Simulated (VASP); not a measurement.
A run of VASP 6.6.1:

File INCAR:

```
ALGO     = Normal         # electronic algorithm
EDIFF    = 1E-6           # SCF threshold, eV
EDIFFG   = -0.005         # ionic threshold
ENCUT    = 600            # plane-wave cutoff, eV
GGA      = PE             # functional
IBRION   = 2              # ionic algorithm
ISIF     = 3              # what is computed and relaxed
ISMEAR   = -1             # smearing method
LASPH    = T              # aspherical terms in the spheres
LCHARG   = F              # write CHGCAR
LREAL    = F              # projectors in reciprocal space
LWAVE    = F              # write WAVECAR
NELM     = 100            # most SCF steps
NSW      = 60             # ionic steps
PREC     = Accurate       # precision mode
PSTRESS  = 450.0        
SIGMA    = 0.08           # smearing width, eV
```

KPOINTS

```
k-points
0
Gamma
  12 12 7
```

Contents of POSCAR:

```
GaN
1.0
    2.9205869303      0.0000000000      0.0000000000
   -1.4602934652      2.5293024756      0.0000000000
    0.0000000000      0.0000000000      4.5269097419
Ga N
2 2
Direct
    0.0000000000      0.0000000000      0.0000000000
    0.0000000000      0.0000000000      0.5000000000
    0.3333333333      0.6666666667      0.2500000000
    0.6666666667      0.3333333333      0.7500000000
```

Potentials or basis: VASP PAW PBE potentials, release 64 (Ga_d, N).

Command:

```bash
$ cat potpaw_PBE.64/Ga_d/POTCAR potpaw_PBE.64/N/POTCAR > POTCAR
$ mpirun -np 1 vasp_std > vasp.out
```

Hardware: 1 thread of Intel(R) Xeon(R) Platinum 8259CL CPU @ 2.50GHz (Skylake/Cascade Lake) (shared host).

**Question.** How long does it take, and how much memory?

**Answer.** It took 11 min on 1 thread of Intel(R) Xeon(R) Platinum 8259CL CPU @ 2.50GHz (Skylake/Cascade Lake), on a shared host, peak memory 0.2 GiB. Counts: scf iterations 101, k points 76, ion steps 18.
